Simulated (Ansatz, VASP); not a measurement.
# I: VASP beside Ansatz

```xyz
4
Lattice="3.6106 -2.3789 0.0000 3.6106 2.3789 0.0000 0.0000 0.0000 9.7277" Properties=species:S:1:pos:R:3 pbc="T T T"
I     3.6106   -0.7104    3.7393
I     3.6106    1.6686    1.1245
I     3.6106    0.7104    5.9884
I     3.6106   -1.6686    8.6032
```

Alike in both runs: task single point; functional r2SCAN; k mesh 7 × 7 × 3; occupations fermi-dirac, width 0.05 eV; no spin polarisation.

```csv
,VASP,Ansatz
version,VASP 6.6.1,Ansatz 0.2.0
potentials or method,"VASP PAW PBE potentials, release 64 (I)",Ansatz PAW
plane-wave cutoff (eV),520,500
valence electrons in the cell,28,68
```

Ansatz gave:

```
gap on the k mesh at the Fermi level (eV)                     : 1.63
least direct gap on the mesh (eV)                             : 1.73
pressure (GPa)                                                : 1.9
traceless stress, the component that is largest in VASP (GPa) : 1.39
rms of the force components (eV/Å)                            : 0.479
```

Estimate VASP's values.

gap on the k mesh at the Fermi level (eV): 1.62; least direct gap on the mesh (eV): 1.72; pressure (GPa): 1.8; traceless stress, the component that is largest in VASP (GPa): 1.34; rms of the force components (eV/Å): 0.471.

VASP's potentials were made for PBE, not for r2SCAN. Atom by atom the forces differ by 0.008 eV/Å (rms over components). VASP's potentials hold 28 valence electrons a cell and Ansatz's 68, so a difference there can come from the potentials and not from the codes.

Spin-orbit coupling is off throughout. Noted on Ansatz's run: odd divisions of the mesh miss points on the zone boundary, where band edges often lie, so the gap on the mesh can be too wide.
